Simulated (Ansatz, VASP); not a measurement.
**Al2Cu in VASP and in Ansatz**

```xyz
3
Lattice="4.1007 0.0000 0.0000 0.0000 4.1007 0.0000 0.0000 0.0000 2.8266" Properties=species:S:1:pos:R:3 pbc="T T T"
Al    2.0503    0.0000    1.4133
Al    0.0000    2.0503    1.4133
Cu    0.0000    0.0000    0.0000
```

Alike in both runs: functional PBEsol; k mesh 9 × 9 × 12; occupations fermi-dirac, width 0.05 eV; no spin polarisation.

Ansatz relaxed the structure, and its values are those at the end. VASP's run is a single point on that final structure, the one shown.

```csv
,VASP,Ansatz
version,VASP 6.6.1,Ansatz 0.2.0
potentials or method,"VASP PAW PBE potentials, release 64 (Al, Cu), cutoff 520 eV","all-electron LAPW, scalar-relativistic"
```

|  | VASP | Ansatz | Ansatz less VASP |
| --- | --- | --- | --- |
| pressure (GPa) | 0.2 | 0.0 | -0.24 |

VASP's potentials were made for PBE, not for PBEsol. Ansatz ran all-electron here, and VASP with PAW potentials.
